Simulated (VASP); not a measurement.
Input of a VASP 6.6.1 run:

INCAR

```
SYSTEM = Al
PREC     = Accurate       ! precision mode
ENCUT    = 520            ! plane-wave cutoff, eV
EDIFF    = 1E-6           ! SCF threshold, eV
ISMEAR   = 0              ! smearing method
SIGMA    = 0.15           ! smearing width, eV
LREAL    = .FALSE.        ! projectors in reciprocal space
LASPH    = .TRUE.         ! aspherical terms in the spheres
NELM     = 60             ! most SCF steps
ALGO     = Fast           ! electronic algorithm
ISIF     = 2              ! what is computed and relaxed
LWAVE    = .FALSE.        ! write WAVECAR
LCHARG   = .FALSE.        ! write CHGCAR
GGA      = PE             ! functional
IVDW     = 12             ! dispersion correction
NBANDS   = 14             ! bands
```

Contents of KPOINTS:

```
Automatic mesh
0
G
  18 18 6
  0 0 0
```

POSCAR

```
Al
1.0
    2.7522959512      0.0000000000      0.0000000000
   -1.3761479756      2.3835582125      0.0000000000
    0.0000000000      0.0000000000      8.8929434481
Al
4
Direct
    0.0000000000      0.0000000000      0.0000000000
    0.3333333333      0.6666666667      0.2500000000
    0.0000000000      0.0000000000      0.5000000000
    0.6666666667      0.3333333333      0.7500000000
```

Potentials or basis: VASP PAW PBE potentials, release 64 (Al).

Run with:

```sh
$ cat potpaw_PBE.64/Al/POTCAR > POTCAR
$ mpirun -np 1 vasp_std > vasp.out
```

Question: Estimate the band gap on the k mesh.

Answer: Zero (bands 6 and 7 overlap by 5.93 eV).

Question: Predict the pressure.

Answer: 8.6 GPa.

Question: Estimate the dispersion energy per atom.

Answer: -0.382 eV.

Stress tensor (GPa, compression positive):
```
7.89 0.00 0.00
0.00 7.89 0.00
0.00 0.00 9.90
```

Caveat: the cell stands under pressure.
